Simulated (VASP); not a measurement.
The system is LiH.

```xyz
2
Lattice="2.4609 0.0000 0.0000 0.0000 2.4609 0.0000 0.0000 0.0000 3.3124" Properties=species:S:1:pos:R:3 pbc="T T T"
Li    1.2305    1.2305    1.6562
H     0.0000    0.0000    0.0000
```

```yaml
Program: VASP 6.6.1
Task: relaxation of cell and atoms
Functional: PBE
Potentials_or_basis: VASP PAW PBE potentials, release 64 (Li_sv, H)
Cutoff: 600 eV
k_mesh: 8 × 8 × 6
Occupations: gaussian, width 0.1 eV
Spin: no spin polarisation
```

At the start: pressure -4.4 GPa; volume 10.03 Å³/atom.

**Question.** How do energy, volume and symmetry change on relaxing?

**Answer.** Over 8 steps the energy falls by 301.5 meV/atom and the volume is 7.96 Å³/atom (-20.6 %); space group Pm-3m (No. 221, to 0.05 Å).

The path:
```tsv
step	energy change (eV)	largest force (eV/Å)	pressure (GPa)	volume (Å³)
1	0.0000	0.0000	-4.39	20.06
2	-0.3398	0.0000	-4.54	19.18
3	-0.5429	0.0000	-4.07	18.23
4	-0.3029	0.0000	0.83	15.90
5	-0.5797	0.0000	-3.51	17.71
6	-0.5807	0.0000	-3.38	17.64
7	-0.5925	0.0000	-2.47	17.01
8	-0.6030	0.0000	-0.46	15.93
```

Final structure:
```
Li H
1.0
     2.51843    0.00000    0.00000
     0.00000    2.51843    0.00000
     0.00000    0.00000    2.51096
Li H
1 1
Cartesian
  1.2592 1.2592 1.2555
  0.0000 0.0000 0.0000
```

Caveat: the cutoff is under 1.25 times the usual one of these potentials, so pressure, stress and relaxed cells hold a basis-set (Pulay) error; the volume moved by over 15 % at a fixed basis, so the end points are rough.
